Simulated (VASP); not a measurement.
# TiSi (F-43m) in VASP: notebook

TiSi is run at these levels: r2SCAN; tasks: single point, relaxation of cell and atoms.

Everything below comes from runs of VASP 6.6.1. Logs are shortened: lines on timing, memory, paths and dates and some standing lists are left out, and cuts for length are marked.

### Step 1. The cell of the first run

It takes space group F-43m (No. 216, cubic). Conventional cell: a = 5.790 Å, b = 5.790 Å, c = 5.790 Å, α = 90.00°, β = 90.00°, γ = 90.00°. Ti (site symmetry -43m) has 4 Si at 2.51 Å within 3.3 Å. Within 3.3 Å of Si (site symmetry -43m) lie 4 Ti at 2.51 Å.

### Step 2. Single point, r2SCAN

File POSCAR:

```
TiSi
1.0
    0.0000000000      2.8948783453      2.8948783453
    2.8948783453      0.0000000000      2.8948783453
    2.8948783453      2.8948783453      0.0000000000
Ti Si
1 1
Direct
    0.0000000000      0.0000000000      0.0000000000
    0.2500000000      0.2500000000      0.2500000000
```

File INCAR.step1:

```
SYSTEM = TiSi
ALGO     = Normal         ! electronic algorithm
EDIFF    = 1E-4           ! SCF threshold, eV
ENCUT    = 520            ! plane-wave cutoff, eV
GGA      = PE             ! functional
ISMEAR   = 0              ! smearing method
LASPH    = .True.         ! aspherical terms in the spheres
LCHARG   = .False.        ! write CHGCAR
LREAL    = .False.        ! projectors in reciprocal space
LWAVE    = .True.         ! write WAVECAR
NBANDS   = 15             ! bands
NELM     = 60             ! most SCF steps
PREC     = Accurate       ! precision mode
SIGMA    = 0.1            ! smearing width, eV
```

File INCAR.step2:

```
SYSTEM = TiSi
ALGO     = Normal         ! electronic algorithm
EDIFF    = 1E-6           ! SCF threshold, eV
ENCUT    = 520            ! plane-wave cutoff, eV
ISIF     = 2              ! what is computed and relaxed
ISMEAR   = 0              ! smearing method
ISTART   = 1            
LASPH    = .True.         ! aspherical terms in the spheres
LCHARG   = .False.        ! write CHGCAR
LMIXTAU  = .True.       
LREAL    = .False.        ! projectors in reciprocal space
LWAVE    = .False.        ! write WAVECAR
METAGGA  = R2SCAN         ! meta-GGA
NBANDS   = 15             ! bands
NELM     = 60             ! most SCF steps
PREC     = Accurate       ! precision mode
SIGMA    = 0.1            ! smearing width, eV
```

File KPOINTS:

```
k-points
0
Gamma
  6 6 6
  0 0 0
```

Potentials or basis: VASP PAW PBE potentials, release 64 (Ti_sv, Si).

The run is started by

```sh
cat potpaw_PBE.64/Ti_sv/POTCAR potpaw_PBE.64/Si/POTCAR > POTCAR
cp INCAR.step1 INCAR
mpirun -np 1 vasp_std > vasp.out
cp INCAR.step2 INCAR
mpirun -np 1 vasp_std > vasp.out
```

OUTCAR:

```text
SYSTEM = TiSi
   EDIFF = 1E-6
   ENCUT = 520
   ISIF = 2
   ISMEAR = 0
   ISTART = 1
   LASPH = .True.
   LREAL = .False.
   METAGGA = R2SCAN
   NELM = 60
   PREC = Accurate

 ion  position               nearest neighbor table
   1  0.000  0.000  0.000-   2 2.51   2 2.51   2 2.51   2 2.51
   2  0.250  0.250  0.250-   1 2.51   1 2.51   1 2.51   1 2.51

  LATTYP: Found a face centered cubic cell.
 ALAT       =     5.7897566906

  Lattice vectors:

 A1 = (   0.0000000000,   2.8948783453,   2.8948783453)
 A2 = (   2.8948783453,   0.0000000000,   2.8948783453)
 A3 = (   2.8948783453,   2.8948783453,   0.0000000000)

Analysis of symmetry for initial positions (statically):
=====================================================================
 Subroutine PRICEL returns:
 Original cell was already a primitive cell.

 Routine SETGRP: Setting up the symmetry group for a
 face centered cubic supercell.

 Subroutine GETGRP returns: Found 24 space group operations
 (whereof 24 operations were pure point group operations)
 out of a pool of 48 trial point group operations.

The static configuration has the point symmetry T_d .

Analysis of symmetry for dynamics (positions and initial velocities):
=====================================================================
 Subroutine PRICEL returns:
 Original cell was already a primitive cell.

 Routine SETGRP: Setting up the symmetry group for a
 face centered cubic supercell.

 Subroutine GETGRP returns: Found 24 space group operations
 (whereof 24 operations were pure point group operations)
 out of a pool of 48 trial point group operations.

The dynamic configuration has the point symmetry T_d .

 Subroutine INISYM returns: Found 24 space group operations
 (whereof 24 operations are pure point group operations),
 and found     1 'primitive' translations

----------------------------------------------------------------------------------------

                                     Primitive cell

  volume of cell :      48.5200

  direct lattice vectors                    reciprocal lattice vectors
     0.000000000  2.894878345  2.894878345    -0.172718830  0.172718830  0.172718830
     2.894878345  0.000000000  2.894878345     0.172718830 -0.172718830  0.172718830
     2.894878345  2.894878345  0.000000000     0.172718830  0.172718830 -0.172718830

  length of vectors
     4.093976217  4.093976217  4.093976217     0.299157789  0.299157789  0.299157789

  position of ions in fractional coordinates (direct lattice)
     0.000000000  0.000000000  0.000000000
     0.250000000  0.250000000  0.250000000

  ion indices of the primitive-cell ions
   primitive index   ion index
                 1           1
                 2           2

----------------------------------------------------------------------------------------

 KPOINTS: k-points

Automatic generation of k-mesh.
 Grid dimensions read from file:
 generate k-points for:    6    6    6

 Generating k-lattice:

  Cartesian coordinates                     Fractional coordinates (reciprocal lattice)
    -0.028786472  0.028786472  0.028786472     0.166666667  0.000000000  0.000000000
     0.028786472 -0.028786472  0.028786472     0.000000000  0.166666667  0.000000000
     0.028786472  0.028786472 -0.028786472     0.000000000  0.000000000  0.166666667

  Length of vectors
     0.049859631  0.049859631  0.049859631

  Shift w.r.t. Gamma in fractional coordinates (k-lattice)
     0.000000000  0.000000000  0.000000000

 Subroutine IBZKPT returns following result:
 ===========================================

 Found     16 irreducible k-points:

 Following reciprocal coordinates:
            Coordinates               Weight
  0.000000  0.000000  0.000000      1.000000
  0.166667  0.000000  0.000000      8.000000
  0.333333  0.000000  0.000000      8.000000
  0.500000  0.000000  0.000000      4.000000
  0.166667  0.166667  0.000000      6.000000
  0.333333  0.166667  0.000000     24.000000
[... 8 lines left out ...]
 -0.333333  0.333333  0.166667     24.000000
 -0.333333  0.500000  0.166667     12.000000
   k-points           NKPTS =     16   k-points in BZ     NKDIM =     16   number of bands    NBANDS=     15
   number of dos      NEDOS =    301   number of ions     NIONS =      2
   total plane-waves  NPLWV =  27000
   dimension x,y,z NGX =    30 NGY =   30 NGZ =   30
   dimension x,y,z NGXF=    60 NGYF=   60 NGZF=   60
   ions per type =               1   1
   NGX,Y,Z   is equivalent  to a cutoff of  12.18, 12.18, 12.18 a.u.
   NGXF,Y,Z  is equivalent  to a cutoff of  24.36, 24.36, 24.36 a.u.
 SYSTEM =  TiSi
   PREC   = accura    normal or accurate (medium, high low for compatibility)
   ISTART =      1    job   : 0-new  1-cont  2-samecut
   ICHARG =      0    charge: 1-file 2-atom 10-const
   ISPIN  =      1    spin polarized calculation?
   LNONCOLLINEAR =      F non collinear calculations
   LSORBIT =      F    spin-orbit coupling
   LASPH  =      T    aspherical Exc in radial PAW
   ENCUT  =  520.0 eV  38.22 Ry    6.18 a.u.   7.61  7.61  7.61*2*pi/ulx,y,z
   NELM   =     60;   NELMIN=  2; NELMDL=  0     # of ELM steps
   EDIFF  = 0.1E-05   stopping-criterion for ELM
   LREAL  =      F    real-space projection
   EDIFFG = 0.1E-04   stopping-criterion for IOM
   NSW    =      0    number of steps for IOM
   IBRION =     -1    ionic relax: 0-MD 1-quasi-New 2-CG
   NFREE  =      0    steps in history (QN), initial steepest desc. (CG)
   ISIF   =      2    stress and relaxation
   ISYM   =      2    0-nonsym 1-usesym 2-fastsym
   POTIM  = 0.5000    time-step for ionic-motion
   TEBEG  =    0.0;   TEEND  =   0.0 temperature during run
   PSTRESS=    0.0 pullay stress
   NELECT =      16.0000    total number of electrons
   NUPDOWN=      -1.0000    fix difference up-down
   EMIN   =  10.00;   EMAX   =-10.00  energy-range for DOS
   EFERMI =   0.00;   METHOD = LEGACY
   ISMEAR =     0;   SIGMA  =   0.10  broadening in eV -4-tet -1-fermi 0-gaus
   EFERMI_NEDOS =   21; number of points for ismear=-14 and -15
   IALGO  =     38    algorithm
   IMIX   =      4    mixing-type and parameters
     AMIX     =   0.40;   BMIX     =  1.00
     AMIX_MAG =   1.60;   BMIX_MAG =  1.00
  volume/ion in A,a.u.               =      24.26       163.71
  Fermi-wavevector in a.u.,A,eV,Ry     =   1.131031  2.137339 17.404996  1.279231
  Thomas-Fermi vector in A             =   2.267729
   LORBIT       =      0    0 simple, 1 ext, 2 COOP (PROOUT), +10 PAW based schemes
   METAGGA = R2SCAN    functional components
   LHFCALC =     F    Hartree Fock is set to
   AEXX    =    0.0000 exact exchange contribution
   IVDW    =     0    specifies the selected vdW correction
   LEPSILON=     F    determine dielectric tensor
   LRPA    =     F    only Hartree local field effects (RPA)
 non-spin polarized calculation
 Gauss-broadening in eV      SIGMA  =   0.10
  energy-cutoff  :      520.00
  volume of cell :       48.52
 maximum number of plane-waves:      1315
   NGX = 15   NGY = 15   NGZ = 15

 number of electron      15.9999995 magnetization

 Free energy of the ion-electron system (eV)
  ---------------------------------------------------
  ext. energy  EPLUGINS =         0.00000000
  ---------------------------------------------------
  free energy    TOTEN  =       -20.59499300 eV

  energy without entropy =      -20.59475018  energy(sigma->0) =      -20.59487159

 E-fermi :   3.9521     XC(G=0):  -9.6462

 val. band max:        3.7893183871   @ k =   0.5000   0.5000   0.0000
 cond. band min:       4.1338652777   @ k =  -0.3333   0.5000   0.1667
 fundamental gap:      0.3445468905
 Fermi energy:         3.9521441622

 k-point     1 :       0.0000    0.0000    0.0000
  band No.  band energies     occupation
      1     -55.3439      2.00000
      2     -30.5480      2.00000
      3     -30.5480      2.00000
      4     -30.5478      2.00000
      5      -4.3582      2.00000
      6       2.8449      2.00000
      7       2.8449      2.00000
      8       2.8449      2.00000
      9       5.2477      0.00000
     10       5.2477      0.00000
     11      10.2285      0.00000
     12      10.3292      0.00000
     13      10.3292      0.00000
     14      10.3292      0.00000
     15      11.9344      0.00000

 k-point     2 :       0.1667    0.0000    0.0000
  band No.  band energies     occupation
      1     -55.3436      2.00000
      2     -30.5536      2.00000
      3     -30.5489      2.00000
      4     -30.5488      2.00000
      5      -4.0600      2.00000
      6       2.4898      2.00000
      7       2.9473      2.00000
      8       2.9473      2.00000
      9       5.1928      0.00000
     10       5.1928      0.00000
     11       8.3368      0.00000
     12       9.7648      0.00000
     13       9.7648      0.00000
     14      10.9038      0.00000
     15      12.5254      0.00000

 k-point     3 :       0.3333    0.0000    0.0000
  band No.  band energies     occupation
      1     -55.3430      2.00000
      2     -30.5647      2.00000
      3     -30.5507      2.00000
      4     -30.5505      2.00000
      5      -3.3298      2.00000
      6       1.7352      2.00000
      7       3.1085      2.00000
      8       3.1086      2.00000
      9       5.2627      0.00000
     10       5.2627      0.00000
     11       6.2999      0.00000
     12       8.8040      0.00000
     13       8.8041      0.00000
     14      10.9146      0.00000
     15      12.8124      0.00000
[... 199 lines left out ...]
 k-point    15 :      -0.3333    0.3333    0.1667
  band No.  band energies     occupation
      1     -55.3423      2.00000
      2     -30.5663      2.00000
      3     -30.5595      2.00000
      4     -30.5546      2.00000
      5      -2.4544      2.00000
      6       1.9016      2.00000
      7       2.5191      2.00000
      8       3.5347      2.00000
      9       4.5275      0.00000
     10       5.1866      0.00000
     11       5.7360      0.00000
     12       6.6606      0.00000
     13       7.4928      0.00000
     14      11.7293      0.00000
     15      12.7690      0.00000

 k-point    16 :      -0.3333    0.5000    0.1667
  band No.  band energies     occupation
      1     -55.3422      2.00000
      2     -30.5670      2.00000
      3     -30.5593      2.00000
      4     -30.5565      2.00000
      5      -2.3027      2.00000
      6       1.6751      2.00000
      7       3.0114      2.00000
      8       3.7016      1.99961
      9       4.1339      0.01017
     10       5.1015      0.00000
     11       5.8352      0.00000
     12       6.2311      0.00000
     13       7.1207      0.00000
     14      11.5202      0.00000
     15      12.4201      0.00000

------------------------ aborting loop because EDIFF is reached ----------------------------------------

  FORCE on cell =-STRESS in cart. coord.  units (eV):
  Direction    XX          YY          ZZ          XY          YZ          ZX
  --------------------------------------------------------------------------------------
  -------------------------------------------------------------------------------------
  Total        0.0353058      0.0353058      0.0353058      0.0000000     -0.0000000      0.0000000
  in kB        1.1658310      1.1658310      1.1658310      0.0000000     -0.0000000      0.0000000
  external PRESSURE =       1.1658310 kB  Pullay stress =       0.0000000 kB

 VOLUME and BASIS-vectors are now :
 -----------------------------------------------------------------------------
  energy-cutoff  :      520.00
  volume of cell :       48.52
      direct lattice vectors                 reciprocal lattice vectors
     0.000000000  2.894878345  2.894878345    -0.172718830  0.172718830  0.172718830
     2.894878345  0.000000000  2.894878345     0.172718830 -0.172718830  0.172718830
     2.894878345  2.894878345  0.000000000     0.172718830  0.172718830 -0.172718830

 POSITION                                       TOTAL-FORCE (eV/Angst)
 -----------------------------------------------------------------------------------
      0.00000      0.00000      0.00000         0.000000      0.000000      0.000000
      1.44744      1.44744      1.44744        -0.000000     -0.000000     -0.000000
 -----------------------------------------------------------------------------------
    total drift:                                0.000001      0.000001      0.000001

  FREE ENERGIE OF THE ION-ELECTRON SYSTEM (eV)
  ---------------------------------------------------
  free  energy   TOTEN  =       -20.5949929973 eV

  energy  without entropy=      -20.5947501808  energy(sigma->0) =      -20.59487159
```

Wall time 71 s (1 thread of Intel Xeon 8259CL, shared host); peak memory 0.17 GiB.

What came out:

| Quantity | Value |
| --- | --- |
| Free energy | -20.5950 eV |
| Pressure | 0.1 GPa |
| Band gap on the k mesh | 0.34 eV (least direct gap 0.37 eV) |

Levels at points of the mesh, in eV from the valence-band top:
| k point | band 6 | band 7 | band 8 | band 9 | band 10 | band 11 |
| --- | --- | --- | --- | --- | --- | --- |
| (0.00, 0.00, 0.00) | -0.94 | -0.94 | -0.94 | 1.46 | 1.46 | 6.44 |
| (0.50, 0.00, 0.00) | -2.52 | -0.63 | -0.63 | 1.65 | 1.65 | 1.71 |
| (0.50, 0.50, 0.00) | -2.56 | 0.00 | 0.00 | 0.37 | 2.03 | 2.04 |

Caveat: the PAW data sets were made with another functional, which shifts forces and pressure a little.

### Step 3. Single point, r2SCAN

This run uses another cell than the first one, of 24.31 Å³/atom.

File POSCAR:

```
TiSi
1.0
    0.0000000000      2.8968475028      2.8968475028
    2.8968475028      0.0000000000      2.8968475028
    2.8968475028      2.8968475028      0.0000000000
Ti Si
1 1
Direct
    0.0000000000      0.0000000000      0.0000000000
    0.2500000000      0.2500000000      0.2500000000
```

File INCAR.step1:

```
PREC = Accurate ; ENCUT = 520
ISMEAR = 0 ; SIGMA = 0.02
LREAL = False ; LASPH = True
NELM = 80 ; NBANDS = 15
GGA = PE ; ALGO = Normal
EDIFF = 1E-4 ; LWAVE = True
LCHARG = False
```

File INCAR.step2:

```
PREC = Accurate ; ENCUT = 520
EDIFF = 1E-7 ; ISMEAR = 0
SIGMA = 0.02 ; LREAL = False
LASPH = True ; NELM = 80
ALGO = Normal ; ISIF = 2
LWAVE = False ; LCHARG = False
METAGGA = R2SCAN ; LMIXTAU = True
NBANDS = 15 ; ISTART = 1
```

File KPOINTS:

```
regular mesh
0
Gamma
  10 10 10
```

Potentials or basis: VASP PAW PBE potentials, release 64 (Ti_sv, Si).

The run is started by

```sh
cat potpaw_PBE.64/Ti_sv/POTCAR potpaw_PBE.64/Si/POTCAR > POTCAR
cp INCAR.step1 INCAR
mpirun -np 1 vasp_std > vasp.out
cp INCAR.step2 INCAR
mpirun -np 1 vasp_std > vasp.out
```

Run time: 3.2 min. Hardware: 1 thread of Intel Xeon 8259CL, shared host; peak memory 0.19 GiB.

The run converged. Its results:

```
Free energy            : -20.5943 eV
Pressure               : 0.1 GPa
Band gap on the k mesh : 0.34 eV (least direct gap 0.37 eV)
```

Levels at points of the mesh, in eV from the valence-band top:
```tsv
k point	band 4	band 5	band 6	band 7	band 8	band 9	band 10	band 11	band 12	band 13
(0.00, 0.00, 0.00)	-34.34	-8.14	-0.94	-0.94	-0.94	1.46	1.46	6.43	6.53	6.53
(0.50, 0.00, 0.00)	-34.34	-6.63	-2.52	-0.63	-0.63	1.65	1.65	1.71	4.46	4.46
(0.50, 0.50, 0.00)	-34.35	-6.09	-2.56	0.00	0.00	0.37	2.03	2.04	2.37	2.37
```

Caveat: the PAW data sets were made with another functional, which shifts forces and pressure a little. A k mesh can miss the band edges.

[end of part 1 of 2]
